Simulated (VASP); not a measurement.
Wanted: the native input for a VASP 6.6.1 run.

```yaml
Task: single point
Functional: PBE
Potentials_or_basis: VASP PAW PBE potentials, release 64 (Se, Ga_d, Cu)
Cutoff: 520 eV
k_mesh: 7 × 7 × 5
Occupations: fermi-dirac, width 0.05 eV
Spin: no spin polarisation
Dipole_correction: no
Further_INCAR_settings: ALGO = Normal; EDIFF = 1e-06; NBANDS = 26
```

The structure of GaCuSe2 lies in POSCAR:

```
GaCuSe2
1.0
    3.7994128609      0.0000000000      0.0000000000
    0.0000000000      3.7994128609      0.0000000000
    0.0000000000      0.0000000000      5.3007654667
Se Ga Cu
2 1 1
Direct
    0.5000000000      0.5000000000      0.0000000000
    0.0000000000      0.0000000000      0.5000000000
    0.5000000000      0.5000000000      0.5000000000
    0.0000000000      0.0000000000      0.0000000000
```

The input as run:

INCAR

```
SYSTEM = GaCuSe2
PREC = Accurate ; ENCUT = 520
EDIFF = 1E-6 ; ISMEAR = -1
SIGMA = 0.05 ; LREAL = .False.
LASPH = .True. ; NELM = 100
ALGO = Normal ; ISIF = 2
LWAVE = .False. ; LCHARG = .False.
GGA = PE ; NBANDS = 26
```

KPOINTS

```
regular mesh
0
Gamma
  7 7 5
  0 0 0
```

Potentials or basis: VASP PAW PBE potentials, release 64 (Se, Ga_d, Cu).

Launch:

```sh
$ cat potpaw_PBE.64/Se/POTCAR potpaw_PBE.64/Ga_d/POTCAR potpaw_PBE.64/Cu/POTCAR > POTCAR
$ mpirun -np 1 vasp_std > vasp.out
```

It gave:

- Pressure: -1.2 GPa
- Band gap on the k mesh: zero (band 18 reaches 5.52 eV, above the bottom of band 19 at 3.43 eV)

Run time: 72 s on 1 thread of AMD EPYC 7R13 Processor (Zen 3), on a shared host, peak memory 0.18 GiB.
